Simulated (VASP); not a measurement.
Runs of VASP 6.6.1 on PbSe. The structure is that of space group Cmcm (No. 63), or close to it. The cells are those of the table. 

| level | cell | cutoff (eV) | gap on the mesh (eV) | pressure (GPa) | largest force (eV/Å) |
| --- | --- | --- | --- | --- | --- |
| PBE | a = 6.705, b = 6.705, c = 4.707 Å, angles 90.0, 90.0, 140.2°, 4 atoms | 500 | 1.33 | -2.9 | 0.20 |
| PBE | a = 6.581, b = 6.581, c = 4.484 Å, angles 90.0, 90.0, 141.5°, 4 atoms | 520 | 1.12 | 0.0 | 0.01 |
| PBEsol | a = 6.587, b = 6.587, c = 4.509 Å, angles 90.0, 90.0, 141.3°, 4 atoms | 520 | (c) | (a) | 0.20 |
| PBE | a = 6.337, b = 6.337, c = 4.696 Å, angles 90.0, 90.0, 142.2°, 4 atoms | 500 | 0.85 | 2.3 | (b) |

Alike in all rows: task single point; potentials or basis VASP PAW PBE potentials, release 64 (Pb_d, Se); no spin polarisation; k mesh 8 × 8 × 6; smearing gaussian 0.02 eV.

Question: Fill in the values left out.

Answer: (a) -3.3; (b) 0.74; (c) 1.07.

Caveats: spin-orbit coupling is left out, which moves the levels of the heavy elements; the PAW data sets were made with another functional, which shifts forces and pressure a little (some runs).

A k mesh can miss the band edges, and the runs leave out spin-orbit coupling on Pb, Se.
